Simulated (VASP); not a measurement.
Input of a VASP 6.6.1 run:

INCAR

```
  PREC = Accurate
  ENCUT = 600
  EDIFF = 1E-6
  ISMEAR = 0
  SIGMA = 0.1
  LREAL = False
  LASPH = True
  NELM = 120
  ALGO = Normal
  ISIF = 2
  LWAVE = False
  LCHARG = False
  GGA = PE
  IVDW = 12
  NBANDS = 14
  GGA_COMPAT = False
```

Contents of KPOINTS:

```
regular mesh
0
Gamma
  16 16 16
```

Contents of POSCAR:

```
HfN
1.0
    0.0000000000      2.2584862490      2.2584862490
    2.2584862490      0.0000000000      2.2584862490
    2.2584862490      2.2584862490      0.0000000000
Hf N
1 1
Direct
    0.0000000000      0.0000000000      0.0000000000
    0.5000000000      0.5000000000      0.5000000000
```

Potentials or basis: VASP PAW PBE potentials, release 64 (Hf_pv, N).

Run with:

```sh
$ cat potpaw_PBE.64/Hf_pv/POTCAR potpaw_PBE.64/N/POTCAR > POTCAR
$ mpirun -np 1 vasp_std > vasp.out
```

(1) Estimate the dispersion energy per atom.

(2) What does it give for the pressure?

Answers

(1) -0.386 eV.

(2) -2.5 GPa.
